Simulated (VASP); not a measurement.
Write the native input for VASP 6.6.1 that does the following.

```
Task                   : electric field gradients
Functional             : LDA
Potentials or basis    : VASP PAW LDA potentials, release 64 (Ru_pv)
Cutoff                 : 400 eV
k mesh                 : 20 × 20 × 11
Occupations            : fermi-dirac, width 0.05 eV
Spin                   : no spin polarisation
Dipole correction      : no
Further INCAR settings : ALGO = Normal; EDIFF = 1e-08; NBANDS = 21
```

The structure of Ru lies in POSCAR:

```
Ru
1.0
    2.7058000000      0.0000000000      0.0000000000
   -1.3529000000      2.3432915376      0.0000000000
    0.0000000000      0.0000000000      4.2819000000
Ru
2
Direct
    0.3333333333      0.6666666667      0.2500000000
    0.6666666667      0.3333333333      0.7500000000
```

One way to write it, as run:

INCAR

```
PREC = Accurate
ENCUT = 400
EDIFF = 1E-8
ISMEAR = -1
SIGMA = 0.05
LREAL = F
LASPH = T
NELM = 120
ALGO = Normal
ISIF = 2
LWAVE = F
LCHARG = F
LEFG = T
NBANDS = 21
GGA_COMPAT = F
```

KPOINTS

```
regular mesh
0
Gamma
  20 20 11
```

Potentials or basis: VASP PAW LDA potentials, release 64 (Ru_pv).

Command:

```bash
$ cat potpaw_LDA.64/Ru_pv/POTCAR > POTCAR
$ mpirun -np 1 vasp_std > vasp.out
```

Results of the run:

The pressure is -12.3 GPa and the band gap on the k mesh is zero (band 14 reaches 14.32 eV, above the bottom of band 15 at 11.07 eV).

Caveat: without QUAD_EFG the Cq values of the log hold for a quadrupole moment of 1 mb, not for the nuclei.

Run time: 2.8 min on 1 thread of AMD EPYC 7R13, on a shared host, peak memory 0.15 GiB.
